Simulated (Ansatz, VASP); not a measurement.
Two plane-wave programs on LiNbO3

```
CELL_PARAMETERS angstrom
-1.90588 1.90588 5.12149
1.90588 -1.90588 5.12149
1.90588 1.90588 -5.12149
ATOMIC_POSITIONS crystal
Li 0.99308 0.99308 0.00000
Nb 0.34924 0.34924 0.00000
O 0.17848 0.17848 0.00000
O 0.90740 0.40740 0.50000
O 0.40740 0.90740 0.50000
```

Alike in both runs: functional PBE; k mesh 10 × 10 × 10; occupations gaussian, width 0.02 eV; no spin polarisation.

Ansatz relaxed the structure, and its values are those at the end. VASP's run is a single point on that final structure, the one shown.

|  | VASP | Ansatz |
| --- | --- | --- |
| version | VASP 6.6.1 | Ansatz 0.2.0 |
| potentials or method | VASP PAW PBE potentials, release 64 (Li_sv, Nb_sv, O), cutoff 520 eV | scalar-relativistic, plane waves, PAW |
| valence electrons in the cell | 34 | 34 |

Ansatz gave:

- gap on the k mesh at the Fermi level (eV): 2.05
- least direct gap on the mesh (eV): 2.81
- rms of the force components (eV/Å): 0.001

What did VASP give for the same quantities?

gap on the k mesh at the Fermi level (eV): 2.03; least direct gap on the mesh (eV): 2.79; rms of the force components (eV/Å): 0.033.

Noted on VASP's run: the cutoff is under 1.25 times that of the potentials, so the pressure is a little rough.
